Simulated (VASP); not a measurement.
Set up this calculation in VASP 6.6.1, as the native input.

```yaml
Task: single point
Functional: PBEsol
Potentials_or_basis: VASP PAW PBE potentials, release 64 (Cu, I)
Cutoff: 520 eV
k_mesh: 6 × 6 × 6
Occupations: gaussian, width 0.01 eV
Spin: no spin polarisation
Dipole_correction: no
Further_INCAR_settings: ALGO = Normal; EDIFF = 1e-06; NBANDS = 16
```

The structure of CuI lies in POSCAR:

```
CuI
1.0
    2.7905733649      2.7905733649      0.0000000000
   -2.7905733649      2.7905733649      0.0000000000
    0.0000000000      2.7905733649      2.7905733649
Cu I
1 1
Direct
    0.7500000000      0.2500000000      0.5000000000
    0.0000000000      0.0000000000      0.0000000000
```

These files were run (other wordings do the same):

INCAR

```
PREC = Accurate
ENCUT = 520
EDIFF = 1E-6
ISMEAR = 0
SIGMA = 0.01
LREAL = False
LASPH = True
NELM = 100
ALGO = Normal
ISIF = 2
LWAVE = False
LCHARG = False
GGA = PS
NBANDS = 16
```

KPOINTS

```
Automatic mesh
0
Gamma
  6 6 6
```

Potentials or basis: VASP PAW PBE potentials, release 64 (Cu, I).

The run is started by

```sh
$ cat potpaw_PBE.64/Cu/POTCAR potpaw_PBE.64/I/POTCAR > POTCAR
$ mpirun -np 1 vasp_std > vasp.out
```

Results of the run:

| Quantity | Value |
| --- | --- |
| Pressure | 15.5 GPa |
| Band gap on the k mesh | 1.81 eV |

Caveat: the cell stands under pressure; the PAW data sets were made with another functional, which shifts forces and pressure a little; spin-orbit coupling is left out, which moves the levels of the heavy elements.

Run time: 29 s on 1 thread of Intel Xeon 8259CL, on a shared host, peak memory 0.17 GiB.
